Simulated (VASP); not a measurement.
P, 2 atoms in the cell. It takes space group R-3m (No. 166, trigonal). The conventional cell has a = 3.381 Å, b = 3.381 Å, c = 9.197 Å, α = 90.00°, β = 90.00°, γ = 120.00°. Within 3.0 Å of P (site symmetry 3m) lie 6 P at 2.25 to 2.76 Å.  This cell differs from its parent crystal: volume scaled by 0.94.

```yaml
Program: VASP 6.6.1
Task: single point
Functional: LDA
Potentials_or_basis: VASP PAW LDA potentials, release 64 (P)
Cutoff: 520 eV
k_mesh: 9 × 9 × 9
Occupations: fermi-dirac, width 0.05 eV
Spin: no spin polarisation
Dipole_correction: no
Further_INCAR_settings: ALGO = Normal; EDIFF = 1e-06; NBANDS = 12
```

Potentials or basis: VASP PAW LDA potentials, release 64 (P).

Launch:

```console
$ cat potpaw_LDA.64/P/POTCAR > POTCAR
$ mpirun -np 1 vasp_std > vasp.out
```

Hardware: 1 thread of Intel(R) Xeon(R) Platinum 8259CL CPU @ 2.50GHz (Skylake/Cascade Lake), on a shared host.

Task: Estimate the wall time of this run.

Result: Wall time 30 s on 1 thread of Intel(R) Xeon(R) Platinum 8259CL CPU @ 2.50GHz (Skylake/Cascade Lake), on a shared host, peak memory 0.14 GiB. Counts: scf iterations 11, k points 85.
